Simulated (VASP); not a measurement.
Set up this calculation in VASP 6.6.1, as the native input.

```yaml
Task: single point
Functional: PBE
Potentials_or_basis: VASP PAW PBE potentials, release 64 (Y_sv)
Cutoff: 520 eV
k_mesh: 6 × 6 × 6
Occupations: gaussian, width 0.1 eV
Spin: no spin polarisation
Dipole_correction: no
Further_INCAR_settings: ALGO = Normal; EDIFF = 1e-07; NBANDS = 12
```

The structure of Y lies in POSCAR:

```
Y
1.0
    0.0000000000      2.7541910625      2.7541910625
    2.7541910625      0.0000000000      2.7541910625
    2.7541910625      2.7541910625      0.0000000000
Y
1
Direct
    0.0000000000      0.0000000000      0.0000000000
```

The input as run:

INCAR

```
PREC = Accurate ; ENCUT = 520
EDIFF = 1E-7 ; ISMEAR = 0
SIGMA = 0.1 ; LREAL = F
LASPH = T ; NELM = 80
ALGO = Normal ; ISIF = 2
LWAVE = F ; LCHARG = T
GGA = PE ; LELF = T
LVHAR = T ; NBANDS = 12
```

KPOINTS

```
Automatic mesh
0
Gamma
  6 6 6
```

Potentials or basis: VASP PAW PBE potentials, release 64 (Y_sv).

Command:

```sh
$ cat potpaw_PBE.64/Y_sv/POTCAR > POTCAR
$ mpirun -np 1 vasp_std > vasp.out
```

Results of the run:

- Pressure: -6.6 GPa

It took 11 s on 1 thread of Intel(R) Xeon(R) Platinum 8488C (Sapphire Rapids), with other jobs on the host, peak memory 0.17 GiB.
